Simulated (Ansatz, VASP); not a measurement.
HfN: VASP beside Ansatz

```
Hf N
1.0
     3.13391    0.00000    0.00000
    -1.56695    2.71404    0.00000
     0.00000    0.00000    5.41677
Hf N
2 2
Direct
  0.66667 0.33333 0.75000
  0.33333 0.66667 0.25000
  0.00000 0.00000 0.00000
  0.00000 0.00000 0.50000
```

Alike in both runs: task single point; functional r2SCAN; k mesh 8 × 8 × 4; no spin polarisation.

|  | VASP | Ansatz |
| --- | --- | --- |
| version | VASP 6.6.1 | Ansatz 0.2.0 |
| potentials or method | VASP PAW PBE potentials, release 64 (Hf_pv, N), cutoff 520 eV | plane waves, PAW |
| occupations | methfessel-paxton of order 1, width 0.1 eV | cold, width 0.1 eV |
| valence electrons in the cell | 30 | 62 |

Ansatz gave:

- pressure (GPa): 2.6
- traceless stress, the component that is largest in VASP (GPa): -0.55

Q: What did VASP give for the same quantities?

A: Pressure (GPa): 0.1; traceless stress, the component that is largest in VASP (GPa): -0.48.

VASP's potentials were made for PBE, not for r2SCAN. VASP's potentials hold 30 valence electrons a cell and Ansatz's 62, so a difference there can come from the potentials and not from the codes.

Neither program's run includes spin-orbit coupling.
